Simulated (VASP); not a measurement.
# Ge in VASP: single point with PBE+D3(BJ)

Aim: the single point of Ge with PBE+D3(BJ).

All numbers are computed with VASP 6.6.1; they aren't measurements. Logs are shortened: lines on timing, memory, paths and dates and some standing lists are left out, and cuts for length are marked.

**1. The cell of the first run**

The cell holds a slab with vacuum, 4 atoms: a = 4.023 Å, b = 4.023 Å, c = 18.869 Å, α = 90.00°, β = 90.00°, γ = 120.00°.

**2. Single point, PBE+D3(BJ) (layers slid over each other, then relaxed in part)**

File INCAR:

```
PREC = Accurate
ENCUT = 520
EDIFF = 1E-7
ISMEAR = 0
SIGMA = 0.1
LREAL = F
LASPH = T
NELM = 60
ALGO = Normal
ISIF = 2
LWAVE = F
LCHARG = F
LDIPOL = T
IDIPOL = 3
DIPOL = 0.5 0.5 0.342
GGA = PE
IVDW = 12
NBANDS = 36
```

File KPOINTS:

```
Automatic mesh
0
Gamma
  9 9 1
```

File POSCAR:

```
Ge
1.0
    4.0226895460      0.0000000000      0.0000000000
   -2.0113447730      3.4837513384      0.0000000000
    0.0000000000      0.0000000000     18.8685220369
Ge
4
Direct
    0.3333333334      0.6666666667      0.2842903614
    0.6666666667      0.3333333333      0.2384924474
    0.8888888889      0.7777777778      0.4458354978
    0.5555555556      1.1111111111      0.3975143461
```

Potentials or basis: VASP PAW PBE potentials, release 64 (Ge_d).

Started as:

```bash
$ cat potpaw_PBE.64/Ge_d/POTCAR > POTCAR
$ mpirun -np 1 vasp_std > vasp.out
```

OUTCAR:

```text
PREC = Accurate
   ENCUT = 520
   EDIFF = 1E-7
   ISMEAR = 0
   LREAL = F
   LASPH = T
   NELM = 60
   ISIF = 2
   GGA = PE
   IVDW = 12
 IVDW          = 12

 ion  position               nearest neighbor table
   1  0.333  0.667  0.284-   2 2.48   2 2.48   2 2.48   4 2.64
   2  0.667  0.333  0.238-   1 2.48   1 2.48   1 2.48
   3  0.889  0.778  0.446-   4 2.50   4 2.50   4 2.50
   4  0.556  0.111  0.398-   3 2.50   3 2.50   3 2.50   1 2.64

  LATTYP: Found a hexagonal cell.
 ALAT       =     4.0226895460
 C/A-ratio  =     4.6905240440

  Lattice vectors:

 A1 = (   4.0226895460,   0.0000000000,   0.0000000000)
 A2 = (  -2.0113447730,   3.4837513384,   0.0000000000)
 A3 = (   0.0000000000,   0.0000000000,  18.8685220369)

Analysis of symmetry for initial positions (statically):
=====================================================================
 Subroutine PRICEL returns:
 Original cell was already a primitive cell.

 Routine SETGRP: Setting up the symmetry group for a
 hexagonal supercell.

 Subroutine GETGRP returns: Found  2 space group operations
 (whereof  2 operations were pure point group operations)
 out of a pool of 24 trial point group operations.

The static configuration has the point symmetry C_1h.

Analysis of symmetry for dynamics (positions and initial velocities):
=====================================================================
 Subroutine PRICEL returns:
 Original cell was already a primitive cell.

 Routine SETGRP: Setting up the symmetry group for a
 hexagonal supercell.

 Subroutine GETGRP returns: Found  2 space group operations
 (whereof  2 operations were pure point group operations)
 out of a pool of 24 trial point group operations.

The dynamic configuration has the point symmetry C_1h.

 Subroutine INISYM returns: Found  2 space group operations
 (whereof  2 operations are pure point group operations),
 and found     1 'primitive' translations

----------------------------------------------------------------------------------------

                                     Primitive cell

  volume of cell :     264.4244

  direct lattice vectors                    reciprocal lattice vectors
     4.022689546  0.000000000  0.000000000     0.248589902  0.143523447  0.000000000
    -2.011344773  3.483751338  0.000000000     0.000000000  0.287046894  0.000000000
     0.000000000  0.000000000 18.868522037     0.000000000  0.000000000  0.052998322

  length of vectors
     4.022689546  4.022689546 18.868522037     0.287046894  0.287046894  0.052998322

  position of ions in fractional coordinates (direct lattice)
     0.333333333  0.666666667  0.284290361
     0.666666667  0.333333333  0.238492447
     0.888888889  0.777777778  0.445835498
     0.555555556  0.111111111  0.397514346

  ion indices of the primitive-cell ions
   primitive index   ion index
                 1           1
                 2           2
                 3           3
                 4           4

----------------------------------------------------------------------------------------

 KPOINTS: Automatic mesh

Automatic generation of k-mesh.
 Grid dimensions read from file:
 generate k-points for:    9    9    1

 Generating k-lattice:

  Cartesian coordinates                     Fractional coordinates (reciprocal lattice)
     0.027621100  0.015947050  0.000000000     0.111111111  0.000000000  0.000000000
     0.000000000  0.031894099  0.000000000     0.000000000  0.111111111  0.000000000
     0.000000000  0.000000000  0.052998322     0.000000000  0.000000000  1.000000000

  Length of vectors
     0.031894099  0.031894099  0.052998322

  Shift w.r.t. Gamma in fractional coordinates (k-lattice)
     0.000000000  0.000000000  0.000000000

 Subroutine IBZKPT returns following result:
 ===========================================

 Found     25 irreducible k-points:

 Following reciprocal coordinates:
            Coordinates               Weight
  0.000000  0.000000  0.000000      1.000000
  0.111111  0.000000  0.000000      4.000000
  0.000000  0.111111  0.000000      2.000000
  0.222222  0.000000  0.000000      4.000000
  0.000000  0.222222  0.000000      2.000000
  0.333333  0.000000  0.000000      4.000000
[... 16 lines left out ...]
 -0.222222 -0.444444  0.000000      4.000000
  0.444444  0.333333  0.000000      4.000000
   k-points           NKPTS =     25   k-points in BZ     NKDIM =     25   number of bands    NBANDS=     36
   number of dos      NEDOS =    301   number of ions     NIONS =      4
   total plane-waves  NPLWV = 126000
   dimension x,y,z NGX =    30 NGY =   30 NGZ =  140
   dimension x,y,z NGXF=    60 NGYF=   60 NGZF=  280
   ions per type =               4
   NGX,Y,Z   is equivalent  to a cutoff of  12.40, 12.40, 12.34 a.u.
   NGXF,Y,Z  is equivalent  to a cutoff of  24.80, 24.80, 24.67 a.u.
 SYSTEM =  unknown system
   PREC   = accura    normal or accurate (medium, high low for compatibility)
   ISTART =      0    job   : 0-new  1-cont  2-samecut
   ICHARG =      2    charge: 1-file 2-atom 10-const
   ISPIN  =      1    spin polarized calculation?
   LNONCOLLINEAR =      F non collinear calculations
   LSORBIT =      F    spin-orbit coupling
   LASPH  =      T    aspherical Exc in radial PAW
   ENCUT  =  520.0 eV  38.22 Ry    6.18 a.u.   7.48  7.48 35.08*2*pi/ulx,y,z
   NELM   =     60;   NELMIN=  2; NELMDL= -5     # of ELM steps
   EDIFF  = 0.1E-06   stopping-criterion for ELM
   LREAL  =      F    real-space projection
   EDIFFG = 0.1E-05   stopping-criterion for IOM
   NSW    =      0    number of steps for IOM
   IBRION =     -1    ionic relax: 0-MD 1-quasi-New 2-CG
   NFREE  =      0    steps in history (QN), initial steepest desc. (CG)
   ISIF   =      2    stress and relaxation
   ISYM   =      2    0-nonsym 1-usesym 2-fastsym
   POTIM  = 0.5000    time-step for ionic-motion
   TEBEG  =    0.0;   TEEND  =   0.0 temperature during run
   PSTRESS=    0.0 pullay stress
   NELECT =      56.0000    total number of electrons
   NUPDOWN=      -1.0000    fix difference up-down
   EMIN   =  10.00;   EMAX   =-10.00  energy-range for DOS
   EFERMI =   0.00;   METHOD = LEGACY
   ISMEAR =     0;   SIGMA  =   0.10  broadening in eV -4-tet -1-fermi 0-gaus
   EFERMI_NEDOS =   21; number of points for ismear=-14 and -15
   IALGO  =     38    algorithm
   IMIX   =      4    mixing-type and parameters
     AMIX     =   0.40;   BMIX     =  1.00
     AMIX_MAG =   1.60;   BMIX_MAG =  1.00
  volume/ion in A,a.u.               =      66.11       446.11
  Fermi-wavevector in a.u.,A,eV,Ry     =   0.975821  1.844035 12.955840  0.952227
  Thomas-Fermi vector in A             =   2.106391
   LORBIT       =      0    0 simple, 1 ext, 2 COOP (PROOUT), +10 PAW based schemes
   GGA     = PE    functional components
   LHFCALC =     F    Hartree Fock is set to
   AEXX    =    0.0000 exact exchange contribution
   IVDW    =    12    specifies the selected vdW correction
   LEPSILON=     F    determine dielectric tensor
   LRPA    =     F    only Hartree local field effects (RPA)
 non-spin polarized calculation
 Gauss-broadening in eV      SIGMA  =   0.10
  energy-cutoff  :      520.00
  volume of cell :      264.42
 maximum number of plane-waves:      7165
 NGX is ok and might be reduce to    30
   NGX = 15   NGY = 15   NGZ = 71

 dipolmoment           0.000000      0.000000     -0.011800 electrons x Angstroem

 number of electron      56.0000012 magnetization

 dipolmoment           0.000000      0.000000      0.022129 electrons x Angstroem

 Free energy of the ion-electron system (eV)
  ---------------------------------------------------
  ext. energy  EPLUGINS =         0.00000000
  ---------------------------------------------------
  free energy    TOTEN  =       -16.48981992 eV

  energy without entropy =      -16.48980685  energy(sigma->0) =      -16.48981339

 E-fermi :  -1.2435     XC(G=0):  -4.1556

 val. band max:       -1.4755638837   @ k =   0.0000   0.0000   0.0000
 cond. band min:      -1.0075787958   @ k =   0.0000   0.3333   0.0000
 fundamental gap:      0.4679850879
 Fermi energy:        -1.2434892281

 k-point     1 :       0.0000    0.0000    0.0000
  band No.  band energies     occupation
      1     -25.9828      2.00000
      2     -25.9612      2.00000
      3     -25.9240      2.00000
      4     -25.9203      2.00000
      5     -25.9127      2.00000
      6     -25.7984      2.00000
[... 28 lines left out ...]
     35       2.5661      0.00000
     36       2.9577      0.00000

 k-point     2 :       0.1111    0.0000    0.0000
  band No.  band energies     occupation
      1     -25.9836      2.00000
      2     -25.9630      2.00000
      3     -25.9274      2.00000
      4     -25.9163      2.00000
      5     -25.9064      2.00000
      6     -25.7958      2.00000
[... 28 lines left out ...]
     35       3.0431      0.00000
     36       3.1406      0.00000

 k-point     3 :       0.0000    0.1111    0.0000
  band No.  band energies     occupation
      1     -25.9836      2.00000
      2     -25.9625      2.00000
      3     -25.9314      2.00000
      4     -25.9095      2.00000
      5     -25.9082      2.00000
      6     -25.7969      2.00000
[... 28 lines left out ...]
     35       3.0572      0.00000
     36       3.0787      0.00000
[... 742 lines left out ...]
 k-point    23 :      -0.2222   -0.4444    0.0000
  band No.  band energies     occupation
      1     -25.9795      2.00000
      2     -25.9628      2.00000
      3     -25.9518      2.00000
      4     -25.8934      2.00000
      5     -25.8685      2.00000
      6     -25.7734      2.00000
[... 28 lines left out ...]
     35       4.6260      0.00000
     36       5.3527      0.00000

 k-point    24 :       0.4444    0.3333    0.0000
  band No.  band energies     occupation
      1     -25.9859      2.00000
      2     -25.9578      2.00000
      3     -25.9478      2.00000
      4     -25.9008      2.00000
      5     -25.8685      2.00000
      6     -25.7774      2.00000
[... 28 lines left out ...]
     35       4.7499      0.00000
     36       5.3141      0.00000

 [... further k-points ...]

------------------------ aborting loop because EDIFF is reached ----------------------------------------

 vacuum level on the upper side and lower side of the slab       (xc-potential included)         0.051        -0.202

 Edisp (eV)   -0.90035

 E8    (eV) :    -0.4229

  FORCE on cell =-STRESS in cart. coord.  units (eV):
  Direction    XX          YY          ZZ          XY          YZ          ZX
  --------------------------------------------------------------------------------------
  -------------------------------------------------------------------------------------
  Total       0.05427     0.31664    -0.01422     0.00000    -0.09859     0.00000
  in kB       0.32880     1.91858    -0.08618     0.00000    -0.59739     0.00000
  external pressure =        0.72 kB  Pullay stress =        0.00 kB

 VOLUME and BASIS-vectors are now :
 -----------------------------------------------------------------------------
  energy-cutoff  :      520.00
  volume of cell :      264.42
      direct lattice vectors                 reciprocal lattice vectors
     4.022689546  0.000000000  0.000000000     0.248589902  0.143523447  0.000000000
    -2.011344773  3.483751338  0.000000000     0.000000000  0.287046894  0.000000000
     0.000000000  0.000000000 18.868522037     0.000000000  0.000000000  0.052998322

 POSITION                                       TOTAL-FORCE (eV/Angst)
 -----------------------------------------------------------------------------------
      0.00000      2.32250      5.36414        -0.000000     -0.054510     -0.006879
      2.01134      1.16125      4.50000        -0.000000      0.148529     -0.003689
      2.01134      2.70958      8.41226         0.000000      0.252994      0.005347
      2.01134      0.38708      7.50051        -0.000000     -0.347012      0.005221
 -----------------------------------------------------------------------------------
    total drift:                                0.000005      0.000038     -0.003104

  FREE ENERGIE OF THE ION-ELECTRON SYSTEM (eV)
  ---------------------------------------------------
  free  energy   TOTEN  =       -17.3901695380 eV

  energy  without entropy=      -17.3901564692  energy(sigma->0) =      -17.39016300

 vacuum level on the upper side and lower side of the slab         3.230         2.991
```

Run time: 7.6 min. Hardware: 1 thread of Intel Xeon Platinum 8259CL at 2.50GHz (Skylake/Cascade Lake), shared host; peak memory 0.44 GiB.

Results:

| Quantity | Value |
| --- | --- |
| Free energy | -17.3902 eV |
| Largest force | 0.347 eV/Å |
| Band gap on the k mesh | 0.47 eV (least direct gap 0.79 eV) |
| Dispersion energy per atom | -0.225 eV |

Forces on the atoms (eV/Å):
```
Ge   0.000 -0.055 -0.007
Ge   0.000  0.149 -0.004
Ge   0.000  0.253  0.005
Ge   0.000 -0.347  0.005
```

Levels at points of the mesh, in eV from the valence-band top:
```
           k point  band 24  band 25  band 26  band 27  band 28  band 29  band 30  band 31  band 32  band 33
(0.00, 0.00, 0.00)    -2.28    -0.74    -0.31    -0.05     0.00     0.93     1.26     2.07     3.41     3.66
```

Caveat: the cell differs from its parent crystal (layers slid over each other, then relaxed in part).
